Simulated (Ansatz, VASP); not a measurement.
# Sb in VASP and in Ansatz

```
Sb
1.0
     3.16000    0.00000    0.00000
     0.00000    3.16000    0.00000
     0.00000    0.00000    3.16000
Sb
1
Cartesian
  0.0000 0.0000 0.0000
```

Alike in both runs: task electric field gradients; functional PBE; k mesh 13 × 13 × 13; occupations fermi-dirac, width 0.05 eV; non-collinear spin, spin-orbit coupling.

|  | VASP | Ansatz |
| --- | --- | --- |
| version | VASP 6.6.1 | Ansatz 0.2.0 |
| potentials or method | VASP PAW PBE potentials, release 64 (Sb) | PAW with Ansatz's default frozen-core files, fully relativistic files with spin-orbit coupling |
| plane-wave cutoff (eV) | 520 | 420 |
| valence electrons in the cell | 5 | 15 |

```csv
,VASP,Ansatz,Ansatz less VASP
pressure (GPa),-2.4,-2.4,+0.03
```

VASP's potentials hold 5 valence electrons a cell and Ansatz's 15, so a difference there can come from the potentials and not from the codes.
